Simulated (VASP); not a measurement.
## BN: electric field gradients with PBE

The system is BN.

```xyz
2
Lattice="0.0000 1.7831 1.7831 1.7831 0.0000 1.7831 1.7831 1.7831 0.0000" Properties=species:S:1:pos:R:3 pbc="T T T"
B     0.0000    0.0000    0.0000
N     2.6746    2.6746    2.6746
```

This cell differs from its parent crystal: volume scaled by 0.96.

```
Program                : VASP 6.6.1
Task                   : electric field gradients
Functional             : PBE
Potentials or basis    : VASP PAW PBE potentials, release 64 (B, N)
Cutoff                 : 520 eV
k mesh                 : 13 × 13 × 13
Occupations            : fermi-dirac, width 0.03 eV
Spin                   : no spin polarisation
Dipole correction      : no
Further INCAR settings : ALGO = Normal; EDIFF = 1e-08; NBANDS = 11
```

* Pressure: 20.2 GPa
* Band gap on the k mesh: 4.58 eV, indirect (least direct gap 9.02 eV)

Levels at points of the mesh, in eV from the valence-band top:
| k point | band 1 | band 2 | band 3 | band 4 | band 5 | band 6 | band 7 | band 8 |
| --- | --- | --- | --- | --- | --- | --- | --- | --- |
| (0.00, 0.00, 0.00) | -20.70 | 0.00 | 0.00 | 0.00 | 9.02 | 9.02 | 9.02 | 11.02 |

Wall time 14 s on 1 thread of AMD EPYC 7R43 64-Core Processor (Zen 3) (shared host), peak memory 0.09 GiB.

Caveat: without QUAD_EFG the Cq values of the log hold for a quadrupole moment of 1 mb, not for the nuclei. A k mesh can miss the band edges.
